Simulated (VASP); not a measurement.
# Hf3Si2O (P-6m2) in VASP: notebook

The runs below take Hf3Si2O through relaxation of cell and atoms, single point, with PBE.

Everything below comes from runs of VASP 6.6.1. Logs are shortened: lines on timing, memory, paths and dates and some standing lists are left out, and cuts for length are marked.

**1. The cell of the first run**

The structure is hexagonal, space group P-6m2 (No. 187). The conventional cell has a = 4.458 Å, b = 4.458 Å, c = 5.793 Å, α = 90.00°, β = 90.00°, γ = 120.00°. Within 3.4 Å of Hf (site symmetry -6m2) lie 3 Hf at 2.57 Å and 6 Si at 2.88 Å and 2 O at 2.90 Å. Within 3.4 Å of Hf (site symmetry -6m2) lie 3 O at 2.57 Å and 2 Hf at 2.90 Å and 6 Si at 3.03 Å. Within 3.4 Å of Hf (site symmetry -6m2) lie 5 Hf at 2.57 to 2.90 Å and 6 Si at 2.88 Å. Within 3.4 Å of Si (site symmetry 3m) lie 2 Si at 2.59 to 3.21 Å and 9 Hf at 2.88 to 3.03 Å and 3 O at 3.03 Å. Within 3.4 Å of O (site symmetry -6m2) lie 5 Hf at 2.57 to 2.90 Å and 6 Si at 3.03 Å.

The cell was generated, and may not be a known phase.

**2. Relaxation of cell and atoms, PBE**

Contents of INCAR:

```
PREC = Accurate
ENCUT = 600
EDIFF = 1E-6
ISMEAR = 0
SIGMA = 0.1
LREAL = False
LASPH = True
NELM = 60
ALGO = Normal
ISIF = 3
LWAVE = False
LCHARG = False
GGA = PE
IBRION = 2
NSW = 90
EDIFFG = -0.04
```

Contents of KPOINTS:

```
regular mesh
0
Gamma
  6 6 4
```

Contents of POSCAR:

```
Hf3Si2O
1.0
    4.4576011652      0.0000000000      0.0000000000
   -2.2288005826      3.8603958490      0.0000000000
    0.0000000000      0.0000000000      5.7934883605
Hf Si O
3 2 1
Direct
    0.6666666667      0.3333333333      0.5000000000
    0.0000000000      0.0000000000      0.0000000000
    0.0000000000      0.0000000000      0.5000000000
    0.3333333333      0.6666666667      0.2767734922
    0.3333333333      0.6666666667      0.7232265078
    0.6666666667      0.3333333333      0.0000000000
```

Potentials or basis: VASP PAW PBE potentials, release 64 (Hf_pv, Si, O).

The run is started by

```
$ cat potpaw_PBE.64/Hf_pv/POTCAR potpaw_PBE.64/Si/POTCAR potpaw_PBE.64/O/POTCAR > POTCAR
$ mpirun -np 1 vasp_std > vasp.out
```

OUTCAR:

```text
PREC = Accurate
   ENCUT = 600
   EDIFF = 1E-6
   ISMEAR = 0
   LREAL = False
   LASPH = True
   NELM = 60
   ISIF = 3
   GGA = PE
   IBRION = 2
   NSW = 90
   EDIFFG = -0.04

 ion  position               nearest neighbor table
   1  0.667  0.333  0.500-   3 2.57   3 2.57   3 2.57   5 2.88   4 2.88   5 2.88   4 2.88   5 2.88
                             4 2.88   6 2.90   6 2.90
   2  0.000  0.000  0.000-   6 2.57   6 2.57   6 2.57   3 2.90   3 2.90   5 3.03   4 3.03   4 3.03
                             5 3.03   4 3.03   5 3.03
   3  0.000  0.000  0.500-   1 2.57   1 2.57   1 2.57   5 2.88   4 2.88   4 2.88   5 2.88   4 2.88
                             5 2.88   2 2.90   2 2.90
   4  0.333  0.667  0.277-   5 2.59   1 2.88   1 2.88   3 2.88   3 2.88   3 2.88   1 2.88   2 3.03
                             2 3.03   2 3.03
   5  0.333  0.667  0.723-   4 2.59   1 2.88   1 2.88   3 2.88   3 2.88   3 2.88   1 2.88   2 3.03
                             2 3.03   2 3.03
   6  0.667  0.333  0.000-   2 2.57   2 2.57   2 2.57   1 2.90   1 2.90

  LATTYP: Found a hexagonal cell.
 ALAT       =     4.4576011652
 C/A-ratio  =     1.2996874655

  Lattice vectors:

 A1 = (   4.4576011652,   0.0000000000,   0.0000000000)
 A2 = (  -2.2288005826,   3.8603958490,   0.0000000000)
 A3 = (   0.0000000000,   0.0000000000,   5.7934883605)

Analysis of symmetry for initial positions (statically):
=====================================================================
 Subroutine PRICEL returns:
 Original cell was already a primitive cell.

 Routine SETGRP: Setting up the symmetry group for a
 hexagonal supercell.

 Subroutine GETGRP returns: Found 12 space group operations
 (whereof 12 operations were pure point group operations)
 out of a pool of 24 trial point group operations.

The static configuration has the point symmetry D_3h.

Analysis of symmetry for dynamics (positions and initial velocities):
=====================================================================
 Subroutine PRICEL returns:
 Original cell was already a primitive cell.

 Routine SETGRP: Setting up the symmetry group for a
 hexagonal supercell.

 Subroutine GETGRP returns: Found 12 space group operations
 (whereof 12 operations were pure point group operations)
 out of a pool of 24 trial point group operations.

The dynamic configuration has the point symmetry D_3h.

 Subroutine INISYM returns: Found 12 space group operations
 (whereof 12 operations are pure point group operations),
 and found     1 'primitive' translations

----------------------------------------------------------------------------------------

                                     Primitive cell

  volume of cell :      99.6950

  direct lattice vectors                    reciprocal lattice vectors
     4.457601165  0.000000000  0.000000000     0.224335907  0.129520396  0.000000000
    -2.228800583  3.860395849  0.000000000     0.000000000  0.259040792  0.000000000
     0.000000000  0.000000000  5.793488360     0.000000000  0.000000000  0.172607579

  length of vectors
     4.457601165  4.457601165  5.793488360     0.259040792  0.259040792  0.172607579

  position of ions in fractional coordinates (direct lattice)
     0.666666667  0.333333333  0.500000000
     0.000000000  0.000000000  0.000000000
     0.000000000  0.000000000  0.500000000
     0.333333333  0.666666667  0.276773492
     0.333333333  0.666666667  0.723226508
     0.666666667  0.333333333  0.000000000

  ion indices of the primitive-cell ions
   primitive index   ion index
                 1           1
                 2           2
                 3           3
                 4           4
                 5           5
                 6           6

----------------------------------------------------------------------------------------

 KPOINTS: regular mesh

Automatic generation of k-mesh.
 Grid dimensions read from file:
 generate k-points for:    6    6    4

 Generating k-lattice:

  Cartesian coordinates                     Fractional coordinates (reciprocal lattice)
     0.037389318  0.021586733  0.000000000     0.166666667  0.000000000  0.000000000
     0.000000000  0.043173465  0.000000000     0.000000000  0.166666667  0.000000000
     0.000000000  0.000000000  0.043151895     0.000000000  0.000000000  0.250000000

  Length of vectors
     0.043173465  0.043173465  0.043151895

  Shift w.r.t. Gamma in fractional coordinates (k-lattice)
     0.000000000  0.000000000  0.000000000

 Subroutine IBZKPT returns following result:
 ===========================================

 Found     21 irreducible k-points:

 Following reciprocal coordinates:
            Coordinates               Weight
  0.000000  0.000000  0.000000      1.000000
  0.166667 -0.000000  0.000000      6.000000
  0.333333  0.000000  0.000000      6.000000
  0.500000 -0.000000  0.000000      3.000000
  0.166667  0.166667  0.000000      6.000000
  0.333333  0.166667  0.000000     12.000000
[... 13 lines left out ...]
  0.333333  0.166667  0.500000     12.000000
  0.333333  0.333333  0.500000      2.000000
   k-points           NKPTS =     21   k-points in BZ     NKDIM =     21   number of bands    NBANDS=     26
   number of dos      NEDOS =    301   number of ions     NIONS =      6
   total plane-waves  NPLWV =  62208
   dimension x,y,z NGX =    36 NGY =   36 NGZ =   48
   dimension x,y,z NGXF=    72 NGYF=   72 NGZF=   96
   ions per type =               3   2   1
   NGX,Y,Z   is equivalent  to a cutoff of  13.43, 13.43, 13.77 a.u.
   NGXF,Y,Z  is equivalent  to a cutoff of  26.85, 26.85, 27.55 a.u.
 SYSTEM =  unknown system
   PREC   = accura    normal or accurate (medium, high low for compatibility)
   ISTART =      0    job   : 0-new  1-cont  2-samecut
   ICHARG =      2    charge: 1-file 2-atom 10-const
   ISPIN  =      1    spin polarized calculation?
   LNONCOLLINEAR =      F non collinear calculations
   LSORBIT =      F    spin-orbit coupling
   LASPH  =      T    aspherical Exc in radial PAW
   ENCUT  =  600.0 eV  44.10 Ry    6.64 a.u.   8.90  8.90 11.57*2*pi/ulx,y,z
   NELM   =     60;   NELMIN=  2; NELMDL= -5     # of ELM steps
   EDIFF  = 0.1E-05   stopping-criterion for ELM
   LREAL  =      F    real-space projection
   EDIFFG = -.4E-01   stopping-criterion for IOM
   NSW    =     90    number of steps for IOM
   IBRION =      2    ionic relax: 0-MD 1-quasi-New 2-CG
   NFREE  =      1    steps in history (QN), initial steepest desc. (CG)
   ISIF   =      3    stress and relaxation
   ISYM   =      2    0-nonsym 1-usesym 2-fastsym
   POTIM  = 0.5000    time-step for ionic-motion
   TEBEG  =    0.0;   TEEND  =   0.0 temperature during run
   PSTRESS=    0.0 pullay stress
   NELECT =      44.0000    total number of electrons
   NUPDOWN=      -1.0000    fix difference up-down
   EMIN   =  10.00;   EMAX   =-10.00  energy-range for DOS
   EFERMI =   0.00;   METHOD = LEGACY
   ISMEAR =     0;   SIGMA  =   0.10  broadening in eV -4-tet -1-fermi 0-gaus
   EFERMI_NEDOS =   21; number of points for ismear=-14 and -15
   IALGO  =     38    algorithm
   IMIX   =      4    mixing-type and parameters
     AMIX     =   0.40;   BMIX     =  1.00
     AMIX_MAG =   1.60;   BMIX_MAG =  1.00
  volume/ion in A,a.u.               =      16.62       112.13
  Fermi-wavevector in a.u.,A,eV,Ry     =   1.246430  2.355412 21.137854  1.553588
  Thomas-Fermi vector in A             =   2.380608
   LORBIT       =      0    0 simple, 1 ext, 2 COOP (PROOUT), +10 PAW based schemes
   GGA     = PE    functional components
   LHFCALC =     F    Hartree Fock is set to
   AEXX    =    0.0000 exact exchange contribution
   IVDW    =     0    specifies the selected vdW correction
   LEPSILON=     F    determine dielectric tensor
   LRPA    =     F    only Hartree local field effects (RPA)
 conjugate gradient relaxation of ions
 non-spin polarized calculation
 Gauss-broadening in eV      SIGMA  =   0.10
  energy-cutoff  :      600.00
  volume of cell :       99.69
 maximum number of plane-waves:      3360
 NGX is ok and might be reduce to    36
   NGX = 17   NGY = 17   NGZ = 23

--------------------------------------- Ionic step        1  -------------------------------------------

 number of electron      44.0000000 magnetization

 Free energy of the ion-electron system (eV)
  ---------------------------------------------------
  ext. energy  EPLUGINS =         0.00000000
  ---------------------------------------------------
  free energy    TOTEN  =       -47.02618194 eV

  energy without entropy =      -47.00737750  energy(sigma->0) =      -47.01677972

------------------------ aborting loop because EDIFF is reached ----------------------------------------

  FORCE on cell =-STRESS in cart. coord.  units (eV):
  Direction    XX          YY          ZZ          XY          YZ          ZX
  --------------------------------------------------------------------------------------
  -------------------------------------------------------------------------------------
  Total        0.8412979      0.8412979     -1.6193853      0.0000000     -0.0000000      0.0000000
  in kB       13.5203267     13.5203267    -26.0248113      0.0000000     -0.0000000      0.0000000
  external PRESSURE =       0.3386140 kB  Pullay stress =       0.0000000 kB
[... 185 lines left out ...]
  energy  without entropy=      -47.0384940166  energy(sigma->0) =      -47.04651994

--------------------------------------- Ionic step        6  -------------------------------------------

 number of electron      44.0000002 magnetization

 Free energy of the ion-electron system (eV)
  ---------------------------------------------------
  ext. energy  EPLUGINS =         0.00000000
  ---------------------------------------------------
  free energy    TOTEN  =       -47.05509561 eV

  energy without entropy =      -47.03896268  energy(sigma->0) =      -47.04702914

 E-fermi :   6.5216     XC(G=0): -11.4127

 val. band max:        6.4971837423   @ k =   0.1667  -0.0000   0.5000
 cond. band min:       6.5243748610   @ k =   0.3333   0.3333   0.2500
 fundamental gap:      0.0271911188
 Fermi energy:         6.5215961250

 k-point     1 :       0.0000    0.0000    0.0000
  band No.  band energies     occupation
      1     -25.1300      2.00000
      2     -25.0941      2.00000
      3     -25.0941      2.00000
      4     -24.8093      2.00000
      5     -24.8093      2.00000
      6     -24.3362      2.00000
[... 631 lines left out ...]
  FREE ENERGIE OF THE ION-ELECTRON SYSTEM (eV)
  ---------------------------------------------------
  free  energy   TOTEN  =       -47.0550956054 eV

  energy  without entropy=      -47.0389626788  energy(sigma->0) =      -47.04702914

 reached required accuracy - stopping structural energy minimisation
```

It took 8 min on 1 thread of Intel Xeon 8259CL, shared host; peak memory 0.29 GiB.

What came out:

* Free energy: -47.0551 eV
* Relaxed volume: 16.56 Å³/atom
* Relaxed cell: a = 4.503 Å, b = 4.503 Å, c = 5.659 Å, α = 90.00°, β = 90.00°, γ = 120.00°
* Space group after relaxing (to 0.1 Å): P-6m2 (No. 187)
* Energy gained by relaxing: 4.8 meV/atom
* Ionic steps: 6
* Pressure after relaxing: 0.1 GPa
* Largest force after relaxing: 0.022 eV/Å
* Band gap on the k mesh: zero (bands 22 and 23 overlap by 0.93 eV)

Forces in eV/Å, atoms in the order of the input:
```
Hf   0.000  0.000  0.000
Hf   0.000  0.000  0.000
Hf   0.000  0.000  0.000
Si   0.000  0.000 -0.022
Si   0.000  0.000  0.022
O    0.000  0.000  0.000
```

The path:
```tsv
step	energy change (eV)	largest force (eV/Å)	pressure (GPa)	volume (Å³)
1	0.0000	0.1528	0.03	99.69
2	-0.0241	0.0110	-0.17	99.73
3	-0.0277	0.0758	-0.27	99.74
4	-0.0284	0.0658	0.24	99.30
5	-0.0284	0.0662	0.22	99.32
6	-0.0289	0.0224	0.08	99.36
```

Final structure:
```
Hf Si O
1.0
     4.50268    0.00000    0.00000
    -2.25134    3.89943    0.00000
     0.00000    0.00000    5.65925
Hf Si O
3 2 1
Direct
  0.66667 0.33333 0.50000
  0.00000 0.00000 0.00000
  0.00000 0.00000 0.50000
  0.33333 0.66667 0.27716
  0.33333 0.66667 0.72284
  0.66667 0.33333 0.00000
```

Caveat: spin-orbit coupling is left out, which moves the levels of the heavy elements.

**3. Single point, PBE**

Contents of INCAR:

```
SYSTEM = Hf3Si2O
PREC = Accurate ; ENCUT = 520
EDIFF = 1E-6 ; ISMEAR = 0
SIGMA = 0.1 ; LREAL = .FALSE.
LASPH = .TRUE. ; NELM = 100
ALGO = Normal ; ISIF = 2
LWAVE = .FALSE. ; LCHARG = .FALSE.
GGA = PE ; NBANDS = 31
```

Contents of KPOINTS:

```
regular mesh
0
G
  12 12 8
  0 0 0
```

Contents of POSCAR:

```
Hf3Si2O
1.0
    4.4990195875      0.0000000000      0.0000000000
   -2.2495097938      3.8962652549      0.0000000000
    0.0000000000      0.0000000000      5.6960328745
Hf Si O
3 2 1
Direct
    0.6666666667      0.3333333333      0.5000000000
    0.0000000000      0.0000000000      0.0000000000
    0.0000000000      0.0000000000      0.5000000000
    0.3333333333      0.6666666667      0.2757182442
    0.3333333333      0.6666666667      0.7242817558
    0.6666666667      0.3333333333      0.0000000000
```

Potentials or basis: VASP PAW PBE potentials, release 64 (Hf_pv, Si, O).

The run is started by

```
$ cat potpaw_PBE.64/Hf_pv/POTCAR potpaw_PBE.64/Si/POTCAR potpaw_PBE.64/O/POTCAR > POTCAR
$ mpirun -np 1 vasp_std > vasp.out
```

Wall time 8 min (1 thread of Intel Xeon 8259CL, shared host); peak memory 0.4 GiB.

Results (log left out):

```
Free energy            : -47.0460 eV
Pressure               : -0.6 GPa
Largest force          : 0.015 eV/Å
Band gap on the k mesh : zero (bands 22 and 23 overlap by 1.07 eV)
```

Forces in eV/Å, atoms in the order of the input:
```
Hf   0.000  0.000  0.000
Hf   0.000  0.000  0.000
Hf   0.000  0.000  0.000
Si   0.000  0.000 -0.015
Si   0.000  0.000  0.015
O    0.000  0.000  0.000
```

Stress tensor (GPa, compression positive):
```
-0.66  0.00  0.00
 0.00 -0.66  0.00
 0.00  0.00 -0.51
```

Levels at points of the mesh, in eV from the Fermi level:
```
           k point  band 19  band 20  band 21  band 22  band 23  band 24  band 25  band 26
(0.00, 0.00, 0.00)    -2.08    -2.04    -2.04    -0.55    -0.55     1.62     1.62     1.89
(0.50, 0.00, 0.00)    -2.28    -2.12    -0.96    -0.68     0.51     1.06     2.00     2.34
(0.00, 0.00, 0.50)    -1.17    -0.58    -0.39    -0.01    -0.01     0.33     0.33     1.44
(0.50, 0.00, 0.50)    -1.87    -1.76    -0.85    -0.50    -0.46     0.78     1.40     1.88
```

Caveat: spin-orbit coupling is left out, which moves the levels of the heavy elements.

The gap in the log of VASP goes by the Fermi energy; the results here count the filled bands.